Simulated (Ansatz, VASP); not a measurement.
# Hf2SiO4 in VASP and in Ansatz

Contents of INCAR:

```
SYSTEM = Hf2SiO4
PREC = Accurate ; ENCUT = 600
EDIFF = 1E-6 ; ISMEAR = 0
SIGMA = 0.2 ; LREAL = .FALSE.
LASPH = .TRUE. ; NELM = 100
ALGO = Normal ; ISIF = 3
LWAVE = .FALSE. ; LCHARG = .FALSE.
GGA = PE ; IBRION = 2
NSW = 36 ; EDIFFG = -0.08
```

File KPOINTS:

```
Automatic mesh
0
G
  3 3 3
  0 0 0
```

Contents of POSCAR:

```
Hf2SiO4
1.0
    0.0000000000      4.4150000000      4.4150000000
    4.4150000000      0.0000000000      4.4150000000
    4.4150000000      4.4150000000      0.0000000000
Hf Si O
4 2 8
Direct
    0.6250000000      0.1250000000      0.1250000000
    0.1250000000      0.6250000000      0.1250000000
    0.1250000000      0.1250000000      0.6250000000
    0.1250000000      0.1250000000      0.1250000000
    0.7500000000      0.7500000000      0.7500000000
    0.5000000000      0.5000000000      0.5000000000
    0.8650000000      0.8650000000      0.4050000000
    0.8650000000      0.4050000000      0.8650000000
    0.4050000000      0.8650000000      0.8650000000
    0.8650000000      0.8650000000      0.8650000000
    0.8450000000      0.3850000000      0.3850000000
    0.3850000000      0.8450000000      0.3850000000
    0.3850000000      0.3850000000      0.8450000000
    0.3850000000      0.3850000000      0.3850000000
```

Input for Ansatz:

```yaml
crystal:
  lattice:
    - [0.0, 4.415, 4.415]
    - [4.415, 0.0, 4.415]
    - [4.415, 4.415, 0.0]
  atoms:
    - { symbol: Hf, position: [0.625, 0.125, 0.125] }
    - { symbol: Hf, position: [0.125, 0.625, 0.125] }
    - { symbol: Hf, position: [0.125, 0.125, 0.625] }
    - { symbol: Hf, position: [0.125, 0.125, 0.125] }
    - { symbol: Si, position: [0.75, 0.75, 0.75] }
    - { symbol: Si, position: [0.5, 0.5, 0.5] }
    - { symbol: O, position: [0.865, 0.865, 0.405] }
    - { symbol: O, position: [0.865, 0.405, 0.865] }
    - { symbol: O, position: [0.405, 0.865, 0.865] }
    - { symbol: O, position: [0.865, 0.865, 0.865] }
    - { symbol: O, position: [0.845, 0.385, 0.385] }
    - { symbol: O, position: [0.385, 0.845, 0.385] }
    - { symbol: O, position: [0.385, 0.385, 0.845] }
    - { symbol: O, position: [0.385, 0.385, 0.385] }
basis:
  ecutwfc: 420
kpoints:
  mp_grid: { grid: [3, 3, 3] }
hamiltonian:
  xc: pbe
scf:
  occupations: { method: gaussian, width: 0.2 }
  lower_state_search: "off"
output:
  forces: true
  stress: true
  eigenvalues: true
relax:
  adjacent_minimum: "off"
  f_tol: 0.08
  max_steps: 16
  cell: { stress_tol: 0.8 }
```

Alike in both runs: task relaxation of cell and atoms; functional PBE; k mesh 3 × 3 × 3; occupations gaussian, width 0.2 eV; no spin polarisation.

|  | VASP | Ansatz |
| --- | --- | --- |
| version | VASP 6.6.1 | Ansatz 0.2.0 |
| potentials or method | VASP PAW PBE potentials, release 64 (Hf_pv, Si, O), cutoff 600 eV | scalar-relativistic, plane waves, PAW |
| valence electrons in the cell | 96 | 160 |

|  | VASP | Ansatz | Ansatz less VASP |
| --- | --- | --- | --- |
| gap on the k mesh at the Fermi level, each at its own relaxed structure (eV) | none | none | - |
| relaxed volume (Å³/atom) | 11.52 | 11.67 | +0.146 |
| relaxed cell length with the largest relative difference (Å) | 6.110 | 6.136 | +0.0257 |

A gap of «none» marks a metal or a gap that the smearing closes. VASP's potentials hold 96 valence electrons a cell and Ansatz's 160, so a difference there can come from the potentials and not from the codes.

The k mesh is coarse, so the values compare programs but aren't converged. Spin-orbit coupling is off throughout.
